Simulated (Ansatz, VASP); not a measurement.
# AlNi: VASP beside Ansatz

```
Al Ni
1.0
     2.02133   -1.71815    0.00000
     2.02133    1.71815    0.00000
     0.00000    0.00000    2.86941
Al Ni
1 1
Direct
  0.00000 0.00000 0.00000
  0.50000 0.50000 0.50000
```

Change from the starting cell: strain -0.1500 x Voigt [0, 1, 0, 0, 0, 0], atoms carried along.

Alike in both runs: task single point; functional PBEsol; k mesh 20 × 20 × 20; occupations gaussian, width 0.15 eV; no spin polarisation.

```csv
,VASP,Ansatz
version,VASP 6.6.1,Ansatz 0.2.0
potentials or method,"VASP PAW PBE potentials, release 64 (Al, Ni), cutoff 520 eV","scalar-relativistic, plane waves, PAW"
valence electrons in the cell,13,21
```

Ansatz gave:

| Item | Value |
| --- | --- |
| gap on the k mesh at the Fermi level (eV) | none |
| pressure (GPa) | 44.4 |
| traceless stress, the component that is largest in VASP (GPa) | 28.20 |

Q: What did VASP give for the same quantities?

A: gap on the k mesh at the Fermi level (eV): none; pressure (GPa): 44.6; traceless stress, the component that is largest in VASP (GPa): 28.16.

VASP's potentials were made for PBE, not for PBEsol. A gap of «none» marks a metal or a gap that the smearing closes. Both programs put the cell under a high pressure, so it lies far from rest at this level. VASP's potentials hold 13 valence electrons a cell and Ansatz's 21, so a difference there can come from the potentials and not from the codes.
